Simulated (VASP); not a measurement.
# GeSb2 (Pnnm) in VASP: notebook

Runs on GeSb2. Level: PBE. Tasks: single point, relaxation of cell and atoms.

All numbers are computed with VASP 6.6.1; they aren't measurements. Logs are shortened: lines on timing, memory, paths and dates and some standing lists are left out, and cuts for length are marked.

## (1) The cell of the first run

Symmetry: Pnnm, No. 58, orthorhombic system. The conventional cell has a = 5.245 Å, b = 6.401 Å, c = 3.996 Å, α = 90.00°, β = 90.00°, γ = 90.00°. Ge (site symmetry 2/m) has 6 Sb at 2.64 to 2.66 Å within 3.5 Å. Sb (site symmetry m) has 12 Sb at 2.61 to 4.00 Å and 6 Ge at 2.64 to 4.25 Å within 4.3 Å.

## (2) Single point, PBE

File INCAR:

```
SYSTEM = GeSb2
PREC = Accurate
ENCUT = 500
EDIFF = 1E-6
ISMEAR = 0
SIGMA = 0.1
LREAL = .FALSE.
LASPH = .TRUE.
NELM = 120
ALGO = Normal
ISIF = 2
LWAVE = .FALSE.
LCHARG = .FALSE.
GGA = PE
NBANDS = 33
GGA_COMPAT = .FALSE.
```

File KPOINTS:

```
regular mesh
0
G
  4 4 4
  0 0 0
```

File POSCAR:

```
GeSb2
1.0
    5.2446859008      0.0000000000      0.0000000000
    0.0000000000      6.4010986675      0.0000000000
    0.0000000000      0.0000000000      3.9959961154
Ge Sb
2 4
Direct
    0.0000000000      0.0000000000      0.0000000000
    0.5000000000      0.5000000000      0.5000000000
    0.2004000000      0.3787000000      0.0000000000
    0.7996000000      0.6213000000      0.0000000000
    0.7004000000      0.1213000000      0.5000000000
    0.2996000000      0.8787000000      0.5000000000
```

Potentials or basis: VASP PAW PBE potentials, release 64 (Ge_d, Sb).

The run is started by

```console
cat potpaw_PBE.64/Ge_d/POTCAR potpaw_PBE.64/Sb/POTCAR > POTCAR
mpirun -np 1 vasp_std > vasp.out
```

OUTCAR:

```text
SYSTEM = GeSb2
   PREC = Accurate
   ENCUT = 500
   EDIFF = 1E-6
   ISMEAR = 0
   LREAL = .FALSE.
   LASPH = .TRUE.
   NELM = 120
   ISIF = 2
   GGA = PE

 ion  position               nearest neighbor table
   1  0.000  0.000  0.000-   3 2.64   4 2.64   5 2.66   6 2.66   5 2.66   6 2.66
   2  0.500  0.500  0.500-   5 2.64   6 2.64   3 2.66   4 2.66   3 2.66   4 2.66
   3  0.200  0.379  0.000-   4 2.61   1 2.64   2 2.66   2 2.66   4 3.51   5 3.69   5 3.69   5 3.69
                             5 3.69
   4  0.800  0.621  0.000-   3 2.61   1 2.64   2 2.66   2 2.66   3 3.51   6 3.69   6 3.69   6 3.69
                             6 3.69
   5  0.700  0.121  0.500-   6 2.61   2 2.64   1 2.66   1 2.66   6 3.51   3 3.69   3 3.69   3 3.69
                             3 3.69
   6  0.300  0.879  0.500-   5 2.61   2 2.64   1 2.66   1 2.66   5 3.51   4 3.69   4 3.69   4 3.69
                             4 3.69

  LATTYP: Found a simple orthorhombic cell.
 ALAT       =     3.9959961154
 B/A-ratio  =     1.3124852351
 C/A-ratio  =     1.6018781006

  Lattice vectors:

 A1 = (   0.0000000000,   0.0000000000,   3.9959961154)
 A2 = (   5.2446859008,   0.0000000000,   0.0000000000)
 A3 = (   0.0000000000,   6.4010986675,   0.0000000000)

Analysis of symmetry for initial positions (statically):
=====================================================================
 Subroutine PRICEL returns:
 Original cell was already a primitive cell.

 Routine SETGRP: Setting up the symmetry group for a
 simple orthorhombic supercell.

 Subroutine GETGRP returns: Found  8 space group operations
 (whereof  4 operations were pure point group operations)
 out of a pool of  8 trial point group operations.

The static configuration has the point symmetry C_2h.
 The point group associated with its full space group is D_2h.

Analysis of symmetry for dynamics (positions and initial velocities):
=====================================================================
 Subroutine PRICEL returns:
 Original cell was already a primitive cell.

 Routine SETGRP: Setting up the symmetry group for a
 simple orthorhombic supercell.

 Subroutine GETGRP returns: Found  8 space group operations
 (whereof  4 operations were pure point group operations)
 out of a pool of  8 trial point group operations.

The dynamic configuration has the point symmetry C_2h.
 The point group associated with its full space group is D_2h.

 Subroutine INISYM returns: Found  8 space group operations
 (whereof  4 operations are pure point group operations),
 and found     1 'primitive' translations

----------------------------------------------------------------------------------------

                                     Primitive cell

  volume of cell :     134.1526

  direct lattice vectors                    reciprocal lattice vectors
     5.244685901  0.000000000  0.000000000     0.190669188  0.000000000  0.000000000
     0.000000000  6.401098668  0.000000000     0.000000000  0.156223182  0.000000000
     0.000000000  0.000000000  3.995996115     0.000000000  0.000000000  0.250250494

  length of vectors
     5.244685901  6.401098668  3.995996115     0.190669188  0.156223182  0.250250494

  position of ions in fractional coordinates (direct lattice)
     0.000000000  0.000000000  0.000000000
     0.500000000  0.500000000  0.500000000
     0.200400000  0.378700000  0.000000000
     0.799600000  0.621300000  0.000000000
     0.700400000  0.121300000  0.500000000
     0.299600000  0.878700000  0.500000000

  ion indices of the primitive-cell ions
   primitive index   ion index
                 1           1
                 2           2
                 3           3
                 4           4
                 5           5
                 6           6

----------------------------------------------------------------------------------------

 KPOINTS: regular mesh

Automatic generation of k-mesh.
 Grid dimensions read from file:
 generate k-points for:    4    4    4

 Generating k-lattice:

  Cartesian coordinates                     Fractional coordinates (reciprocal lattice)
     0.047667297  0.000000000  0.000000000     0.250000000  0.000000000  0.000000000
     0.000000000  0.039055795  0.000000000     0.000000000  0.250000000  0.000000000
     0.000000000  0.000000000  0.062562623     0.000000000  0.000000000  0.250000000

  Length of vectors
     0.047667297  0.039055795  0.062562623

  Shift w.r.t. Gamma in fractional coordinates (k-lattice)
     0.000000000  0.000000000  0.000000000

 Subroutine IBZKPT returns following result:
 ===========================================

 Found     27 irreducible k-points:

 Following reciprocal coordinates:
            Coordinates               Weight
  0.000000  0.000000  0.000000      1.000000
  0.250000  0.000000  0.000000      2.000000
  0.500000  0.000000  0.000000      1.000000
  0.000000  0.250000  0.000000      2.000000
  0.250000  0.250000  0.000000      4.000000
  0.500000  0.250000  0.000000      2.000000
[... 16 lines left out ...]
  0.250000  0.250000  0.500000      4.000000
  0.500000  0.250000  0.500000      2.000000
 [... further k-points ...]
   k-points           NKPTS =     27   k-points in BZ     NKDIM =     27   number of bands    NBANDS=     33
   number of dos      NEDOS =    301   number of ions     NIONS =      6
   total plane-waves  NPLWV =  57600
   dimension x,y,z NGX =    40 NGY =   48 NGZ =   30
   dimension x,y,z NGXF=    80 NGYF=   96 NGZF=   60
   ions per type =               2   4
   NGX,Y,Z   is equivalent  to a cutoff of  12.68, 12.47, 12.48 a.u.
   NGXF,Y,Z  is equivalent  to a cutoff of  25.36, 24.93, 24.96 a.u.
 SYSTEM =  GeSb2
   PREC   = accura    normal or accurate (medium, high low for compatibility)
   ISTART =      0    job   : 0-new  1-cont  2-samecut
   ICHARG =      2    charge: 1-file 2-atom 10-const
   ISPIN  =      1    spin polarized calculation?
   LNONCOLLINEAR =      F non collinear calculations
   LSORBIT =      F    spin-orbit coupling
   LASPH  =      T    aspherical Exc in radial PAW
   ENCUT  =  500.0 eV  36.75 Ry    6.06 a.u.   9.56 11.67  7.29*2*pi/ulx,y,z
   NELM   =    120;   NELMIN=  2; NELMDL= -5     # of ELM steps
   EDIFF  = 0.1E-05   stopping-criterion for ELM
   LREAL  =      F    real-space projection
   EDIFFG = 0.1E-04   stopping-criterion for IOM
   NSW    =      0    number of steps for IOM
   IBRION =     -1    ionic relax: 0-MD 1-quasi-New 2-CG
   NFREE  =      0    steps in history (QN), initial steepest desc. (CG)
   ISIF   =      2    stress and relaxation
   ISYM   =      2    0-nonsym 1-usesym 2-fastsym
   POTIM  = 0.5000    time-step for ionic-motion
   TEBEG  =    0.0;   TEEND  =   0.0 temperature during run
   PSTRESS=    0.0 pullay stress
   NELECT =      48.0000    total number of electrons
   NUPDOWN=      -1.0000    fix difference up-down
   EMIN   =  10.00;   EMAX   =-10.00  energy-range for DOS
   EFERMI =   0.00;   METHOD = LEGACY
   ISMEAR =     0;   SIGMA  =   0.10  broadening in eV -4-tet -1-fermi 0-gaus
   EFERMI_NEDOS =   21; number of points for ismear=-14 and -15
   IALGO  =     38    algorithm
   IMIX   =      4    mixing-type and parameters
     AMIX     =   0.40;   BMIX     =  1.00
     AMIX_MAG =   1.60;   BMIX_MAG =  1.00
  volume/ion in A,a.u.               =      22.36       150.88
  Fermi-wavevector in a.u.,A,eV,Ry     =   1.162221  2.196280 18.378188  1.350759
  Thomas-Fermi vector in A             =   2.298785
   LORBIT       =      0    0 simple, 1 ext, 2 COOP (PROOUT), +10 PAW based schemes
   GGA     = PE    functional components
   LHFCALC =     F    Hartree Fock is set to
   AEXX    =    0.0000 exact exchange contribution
   IVDW    =     0    specifies the selected vdW correction
   LEPSILON=     F    determine dielectric tensor
   LRPA    =     F    only Hartree local field effects (RPA)
 non-spin polarized calculation
 Gauss-broadening in eV      SIGMA  =   0.10
  energy-cutoff  :      500.00
  volume of cell :      134.15
 maximum number of plane-waves:      3440
 NGX is ok and might be reduce to    40
   NGX = 19   NGY = 23   NGZ = 15

 number of electron      47.9999997 magnetization

 Free energy of the ion-electron system (eV)
  ---------------------------------------------------
  ext. energy  EPLUGINS =         0.00000000
  ---------------------------------------------------
  free energy    TOTEN  =       -22.21256256 eV

  energy without entropy =      -22.18659443  energy(sigma->0) =      -22.19957850

 E-fermi :   8.9578     XC(G=0): -10.6751

 val. band max:        8.9505979082   @ k =   0.2500   0.0000   0.2500
 cond. band min:       8.9630401912   @ k =   0.5000   0.0000   0.2500
 fundamental gap:      0.0124422830
 Fermi energy:         8.9577527145

 k-point     1 :       0.0000    0.0000    0.0000
  band No.  band energies     occupation
      1     -15.9145      2.00000
      2     -15.9089      2.00000
      3     -15.9049      2.00000
      4     -15.9041      2.00000
      5     -15.8774      2.00000
      6     -15.8751      2.00000
[... 25 lines left out ...]
     32      13.6385      0.00000
     33      14.1663      0.00000

 k-point     2 :       0.2500    0.0000    0.0000
  band No.  band energies     occupation
      1     -15.9136      2.00000
      2     -15.9096      2.00000
      3     -15.9048      2.00000
      4     -15.9043      2.00000
      5     -15.8772      2.00000
      6     -15.8755      2.00000
[... 25 lines left out ...]
     32      13.0191      0.00000
     33      13.1752      0.00000
[... 754 lines left out ...]
     32      14.1749      0.00000
     33      15.5502      0.00000

 k-point    24 :       0.5000    0.2500    0.5000
  band No.  band energies     occupation
      1     -15.9138      2.00000
      2     -15.9138      2.00000
      3     -15.9048      2.00000
      4     -15.9048      2.00000
      5     -15.8753      2.00000
      6     -15.8753      2.00000
[... 25 lines left out ...]
     32      13.7413      0.00000
     33      14.2899      0.00000

 [... further k-points ...]

------------------------ aborting loop because EDIFF is reached ----------------------------------------

  FORCE on cell =-STRESS in cart. coord.  units (eV):
  Direction    XX          YY          ZZ          XY          YZ          ZX
  --------------------------------------------------------------------------------------
  -------------------------------------------------------------------------------------
  Total       20.7259464     19.9582146     15.4602714      0.0000000      0.0000000      0.0000000
  in kB      247.5288880    238.3599077    184.6412087      0.0000000      0.0000000      0.0000000
  external PRESSURE =     223.5100015 kB  Pullay stress =       0.0000000 kB

 VOLUME and BASIS-vectors are now :
 -----------------------------------------------------------------------------
  energy-cutoff  :      500.00
  volume of cell :      134.15
      direct lattice vectors                 reciprocal lattice vectors
     5.244685901  0.000000000  0.000000000     0.190669188  0.000000000  0.000000000
     0.000000000  6.401098668  0.000000000     0.000000000  0.156223182  0.000000000
     0.000000000  0.000000000  3.995996115     0.000000000  0.000000000  0.250250494

 POSITION                                       TOTAL-FORCE (eV/Angst)
 -----------------------------------------------------------------------------------
      0.00000      0.00000      0.00000        -0.000000      0.000000      0.000000
      2.62234      3.20055      1.99800        -0.000000      0.000000      0.000000
      1.05104      2.42410      0.00000         0.431061     -0.605606      0.000000
      4.19365      3.97700      0.00000        -0.431061      0.605606     -0.000000
      3.67338      0.77645      1.99800         0.431061      0.605606      0.000000
      1.57131      5.62465      1.99800        -0.431061     -0.605606     -0.000000
 -----------------------------------------------------------------------------------
    total drift:                               -0.000000      0.000000     -0.000000

  FREE ENERGIE OF THE ION-ELECTRON SYSTEM (eV)
  ---------------------------------------------------
  free  energy   TOTEN  =       -22.2125625593 eV

  energy  without entropy=      -22.1865944344  energy(sigma->0) =      -22.19957850
```

Run time: 42 s. Hardware: 1 thread of AMD EPYC 9R45 (Zen 5), shared host; peak memory 0.25 GiB.

What came out:

| Item | Value |
| --- | --- |
| Free energy | -22.2126 eV |
| Pressure | 22.4 GPa |
| Largest force | 0.743 eV/Å |
| Band gap on the k mesh | zero (bands 24 and 25 overlap by 1.71 eV) |

Forces in eV/Å, atoms in the order of the input:
```
Ge   0.000  0.000  0.000
Ge   0.000  0.000  0.000
Sb   0.431 -0.606  0.000
Sb  -0.431  0.606  0.000
Sb   0.431  0.606  0.000
Sb  -0.431 -0.606  0.000
```

Stress tensor (GPa, compression positive):
```
24.75  0.00  0.00
 0.00 23.84  0.00
 0.00  0.00 18.46
```

Levels at points of the mesh, in eV from the Fermi level:
```csv
k point,band 20,band 21,band 22,band 23,band 24,band 25,band 26,band 27,band 28,band 29
"(0.00, 0.00, 0.00)",-3.73,-1.75,-0.05,0.36,0.64,0.67,1.22,2.51,2.68,2.78
"(0.50, 0.00, 0.00)",-2.77,-0.92,-0.92,-0.15,-0.15,0.83,0.83,2.07,2.07,3.63
"(0.00, 0.50, 0.00)",-3.27,-1.42,-1.42,0.11,0.11,1.56,1.56,2.45,2.45,3.20
"(0.50, 0.50, 0.00)",-2.47,-2.18,-2.18,-0.93,-0.93,-0.74,-0.74,2.66,2.66,2.99
"(0.00, 0.00, 0.50)",-4.49,-2.55,-2.55,-1.13,-1.13,-0.19,-0.19,0.80,0.80,4.77
"(0.50, 0.00, 0.50)",-4.70,-3.40,-3.40,0.97,0.97,2.72,2.72,3.87,3.87,4.30
"(0.00, 0.50, 0.50)",-4.08,-3.07,-3.07,-1.97,-1.97,-0.56,-0.56,3.52,3.52,3.88
"(0.50, 0.50, 0.50)",-2.75,-1.99,-1.99,-0.61,-0.61,0.96,0.96,3.30,3.30,3.47
```

Caveat: the k points lie up to 0.39 Å⁻¹ apart, too coarse for converged energies and pressures of a metal; spin-orbit coupling is left out, which moves the levels of the heavy elements.

(Continued in part 2 of 2.)

The gap in the log of VASP goes by the Fermi energy; the results here count the filled bands.